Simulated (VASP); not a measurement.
Li: single point with PBEsol

The system is Li.

```
Li
1.0
    -2.19885    2.19885    1.21665
     2.19885   -2.19885    1.21665
     2.19885    2.19885   -1.21665
Li
2
Direct
  0.62500 0.87500 0.75000
  0.37500 0.12500 0.25000
```

* Program: VASP 6.6.1
* Task: single point
* Functional: PBEsol
* Potentials or basis: VASP PAW PBE potentials, release 64 (Li_sv)
* Cutoff: 520 eV
* k mesh: 18 × 18 × 18
* Occupations: fermi-dirac, width 0.08 eV
* Spin: no spin polarisation
* Dipole correction: no
* Further INCAR settings: ALGO = Normal; EDIFF = 1e-06; NBANDS = 10

```json
{"Band gap on the k mesh": "zero (band 3 reaches 4.28 eV, above the bottom of band 4 at 0.88 eV)"}
```

Levels at points of the mesh, in eV from the Fermi level:
| k point | band 1 | band 2 | band 3 | band 4 | band 5 | band 6 | band 7 | band 8 |
| --- | --- | --- | --- | --- | --- | --- | --- | --- |
| (0.00, 0.00, 0.00) | -45.39 | -45.12 | -3.93 | 5.38 | 5.38 | 8.47 | 14.13 | 18.70 |
| (0.50, 0.00, 0.00) | -45.23 | -45.13 | -0.06 | 3.26 | 6.23 | 7.34 | 8.37 | 11.04 |
| (0.50, 0.50, 0.00) | -45.25 | -45.25 | -1.56 | -1.56 | 9.15 | 9.15 | 14.22 | 14.22 |
| (0.50, 0.50, 0.50) | -45.24 | -45.24 | -0.91 | -0.91 | 4.80 | 4.80 | 16.13 | 16.13 |

Run time: 4.4 min on 1 thread of AMD EPYC 7R13, with other jobs on the host, peak memory 0.18 GiB.
